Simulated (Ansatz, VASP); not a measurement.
# BP in VASP and in Ansatz

Contents of POSCAR:

```
BP
1.0
    0.0000000000      2.2878275121      2.2878275121
    2.2878275121      0.0000000000      2.2878275121
    2.2878275121      2.2878275121      0.0000000000
B P
1 1
Direct
    0.0000000000      0.0000000000      0.0000000000
    0.2500000000      0.2500000000      0.2500000000
```

INCAR.step1

```
  ALGO = Normal
  EDIFF = 1E-5
  ENCUT = 550
  GGA = PE
  GGA_COMPAT = F
  ISMEAR = 0
  LASPH = T
  LCHARG = F
  LREAL = F
  LWAVE = T
  NBANDS = 11
  NELM = 120
  PREC = Accurate
  SIGMA = 0.02
```

File INCAR.step2:

```
  ALGO = Normal
  BPARAM = 11.95
  CPARAM = 0.0093
  EDIFF = 1E-6
  ENCUT = 550
  GGA_COMPAT = F
  ISIF = 2
  ISMEAR = 0
  ISTART = 1
  IVDW_NL = 2
  LASPH = T
  LCHARG = F
  LMIXTAU = T
  LREAL = F
  LUSE_VDW = T
  LWAVE = F
  METAGGA = R2SCAN
  NBANDS = 11
  NELM = 120
  PREC = Accurate
  SIGMA = 0.02
```

The input KPOINTS:

```
k-points
0
Gamma
  10 10 10
```

Input for Ansatz:

```yaml
crystal:
  lattice:
    - [0.0, 2.2878275121, 2.2878275121]
    - [2.2878275121, 0.0, 2.2878275121]
    - [2.2878275121, 2.2878275121, 0.0]
  atoms:
    - { symbol: B, position: [0.0, 0.0, 0.0] }
    - { symbol: P, position: [0.25, 0.25, 0.25] }
basis:
  ecutwfc: 500
kpoints:
  mp_grid: { grid: [10, 10, 10] }
hamiltonian:
  xc: r2scan
  dispersion: rvv10
scf:
  occupations: { method: gaussian, width: 0.02 }
output:
  forces: true
  stress: true
  eigenvalues: true
```

Alike in both runs: task single point; functional r2SCAN; dispersion rVV10; k mesh 10 × 10 × 10; occupations gaussian, width 0.02 eV; no spin polarisation.

|  | VASP | Ansatz |
| --- | --- | --- |
| version | VASP 6.6.1 | Ansatz 0.2.0 |
| potentials or method | VASP PAW PBE potentials, release 64 (B, P), cutoff 550 eV | scalar-relativistic, plane waves, PAW |
| valence electrons in the cell | 8 | 8 |

|  | VASP | Ansatz | Ansatz less VASP |
| --- | --- | --- | --- |
| gap on the k mesh at the Fermi level (eV) | 1.45 | 1.42 | -0.029 |
| least direct gap on the mesh (eV) | 3.60 | 3.56 | -0.040 |
| pressure (GPa) | -5.2 | -4.8 | +0.43 |

VASP's potentials were made for PBE, not for r2SCAN.
